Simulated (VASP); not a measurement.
Write the native input for VASP 6.6.1 that does the following.

| Quantity | Value |
| --- | --- |
| Task | single point |
| Functional | r2SCAN |
| Potentials or basis | VASP PAW PBE potentials, release 64 (Pt, S) |
| Cutoff | 520 eV |
| k mesh | 12 × 12 × 6 |
| Occupations | gaussian, width 0.01 eV |
| Spin | no spin polarisation |
| Dipole correction | no |
| Further INCAR settings | ALGO = Normal; EDIFF = 1e-06; NBANDS = 18 |

PtS2:

```
Pt S
1.0
     3.55264    0.00000    0.00000
    -1.77632    3.07668    0.00000
     0.00000    0.00000    5.12271
Pt S
1 2
Direct
  0.00000 0.00000 0.00000
  0.33333 0.66667 0.23926
  0.66667 0.33333 0.76074
```

These files were run (other wordings do the same):

POSCAR

```
PtS2
1.0
    3.5526415796      0.0000000000      0.0000000000
   -1.7763207898      3.0766778585      0.0000000000
    0.0000000000      0.0000000000      5.1227110578
Pt S
1 2
Direct
    0.0000000000      0.0000000000      0.0000000000
    0.3333333333      0.6666666667      0.2392599766
    0.6666666667      0.3333333333      0.7607400234
```

INCAR.step1

```
SYSTEM = PtS2
PREC = Accurate
ENCUT = 520
ISMEAR = 0
SIGMA = 0.01
LREAL = .False.
LASPH = .True.
NELM = 100
NBANDS = 18
GGA = PE
ALGO = Normal
EDIFF = 1E-4
LWAVE = .True.
LCHARG = .False.
```

INCAR.step2

```
SYSTEM = PtS2
PREC = Accurate
ENCUT = 520
EDIFF = 1E-6
ISMEAR = 0
SIGMA = 0.01
LREAL = .False.
LASPH = .True.
NELM = 100
ALGO = Normal
ISIF = 2
LWAVE = .False.
LCHARG = .False.
METAGGA = R2SCAN
LMIXTAU = .True.
NBANDS = 18
ISTART = 1
```

KPOINTS

```
Automatic mesh
0
Gamma
  12 12 6
  0 0 0
```

Potentials or basis: VASP PAW PBE potentials, release 64 (Pt, S).

Run with:

```sh
$ cat potpaw_PBE.64/Pt/POTCAR potpaw_PBE.64/S/POTCAR > POTCAR
$ cp INCAR.step1 INCAR
$ mpirun -np 1 vasp_std > vasp.out
$ cp INCAR.step2 INCAR
$ mpirun -np 1 vasp_std > vasp.out
```

It gave:

The pressure is 1.2 GPa, the largest force is 0.049 eV/Å and the band gap on the k mesh is 0.87 eV (least direct gap 1.14 eV).

Caveat: the PAW data sets were made with another functional, which shifts forces and pressure a little; spin-orbit coupling is left out, which moves the levels of the heavy elements.

It took 2.7 min on 1 thread of AMD EPYC 9R45 96-Core Processor (Zen 5) (shared host), peak memory 0.22 GiB.
